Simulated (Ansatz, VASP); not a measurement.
## NiO: VASP beside Ansatz

```xyz
2
Lattice="0.0000 2.0719 2.0719 2.0719 0.0000 2.0719 2.0719 2.0719 0.0000" Properties=species:S:1:pos:R:3 pbc="T T T"
Ni    0.0000    0.0000    0.0000
O     2.0719    2.0719    2.0719
```

Alike in both runs: task single point; functional r2SCAN; dispersion D3(BJ); k mesh 11 × 11 × 11; occupations fermi-dirac, width 0.05 eV; collinear spin.

|  | VASP | Ansatz |
| --- | --- | --- |
| version | VASP 6.6.1 | Ansatz 0.2.0 |
| potentials or method | VASP PAW PBE potentials, release 64 (Ni, O) | Ansatz PAW |
| plane-wave cutoff (eV) | 520 | 500 |
| valence electrons in the cell | 16 | 24 |

|  | VASP | Ansatz | Ansatz less VASP |
| --- | --- | --- | --- |
| gap on the k mesh at the Fermi level (eV) | 0.67 | 0.75 | +0.082 |
| least direct gap on the mesh (eV) | 1.67 | 1.75 | +0.076 |
| pressure (GPa) | 6.3 | 6.2 | -0.13 |
| net moment per atom (μB) | 1.00 | 1.00 | 0.000 |
| size of the moment on the site where the two differ most (μB) | 1.69 | 1.66 | -0.027 |

VASP's potentials were made for PBE, not for r2SCAN. Site moments also hang on the region over which each program counts them. VASP's potentials hold 16 valence electrons a cell and Ansatz's 24, so a difference there can come from the potentials and not from the codes.

Noted on Ansatz's run: the magnetic or orbital state may not be the lowest; odd divisions of the mesh miss points on the zone boundary, where band edges often lie, so the gap on the mesh can be too wide.
